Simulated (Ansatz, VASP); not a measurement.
**Two plane-wave programs on TaN**

```
Ta N
1.0
     0.00000    2.26616    2.00468
     2.26616    0.00000    2.00468
     2.26616    2.26616    0.00000
Ta N
1 1
Direct
  0.50000 0.50000 0.50000
  0.00000 0.00000 0.00000
```

Change from the starting cell: strain +0.040 along x and y, -0.080 along z, atoms carried along.

Alike in both runs: task single point; functional PBE; k mesh 18 × 18 × 18; occupations gaussian, width 0.15 eV; no spin polarisation.

|  | VASP | Ansatz |
| --- | --- | --- |
| version | VASP 6.6.1 | Ansatz 0.2.0 |
| potentials or method | VASP PAW PBE potentials, release 64 (Ta_pv, N), cutoff 600 eV | scalar-relativistic, plane waves, PAW |
| valence electrons in the cell | 16 | 18 |

|  | VASP | Ansatz | Ansatz less VASP |
| --- | --- | --- | --- |
| gap on the k mesh at the Fermi level (eV) | none | none | - |
| pressure (GPa) | 32.4 | 31.4 | -1.08 |
| traceless stress, the component that is largest in VASP (GPa) | 67.61 | 66.90 | -0.710 |

A gap of «none» marks a metal or a gap that the smearing closes. Both programs put the cell under a high pressure, so it lies far from rest at this level. VASP's potentials hold 16 valence electrons a cell and Ansatz's 18, so a difference there can come from the potentials and not from the codes.

Spin-orbit coupling is off throughout.
